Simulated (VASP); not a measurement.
Input of a VASP 6.6.1 run:

File INCAR:

```
PREC = Accurate
ENCUT = 520
EDIFF = 1E-6
ISMEAR = -1
SIGMA = 0.1
LREAL = False
LASPH = True
NELM = 100
ALGO = Normal
ISIF = 2
LWAVE = False
LCHARG = True
GGA = PE
LELF = True
LVHAR = True
NBANDS = 18
```

File KPOINTS:

```
regular mesh
0
Gamma
  11 11 11
```

Contents of POSCAR:

```
Lu
1.0
    3.3307195676      0.0000000000      0.0000000000
    0.0000000000      3.3307195676      0.0000000000
    0.0000000000      0.0000000000      3.3307195676
Lu
1
Direct
    0.0000000000      0.0000000000      0.0000000000
```

Potentials or basis: VASP PAW PBE potentials, release 64 (Lu).

Command:

```console
$ cat potpaw_PBE.64/Lu/POTCAR > POTCAR
$ mpirun -np 1 vasp_std > vasp.out
```

(1) Predict the band gap on the k mesh.

(2) Predict the pressure.

Results:

(1) zero (an odd number of electrons rules out a gap without spin polarisation).

(2) -2.8 GPa.

Caveat: spin-orbit coupling is left out, which moves the levels of the heavy elements.
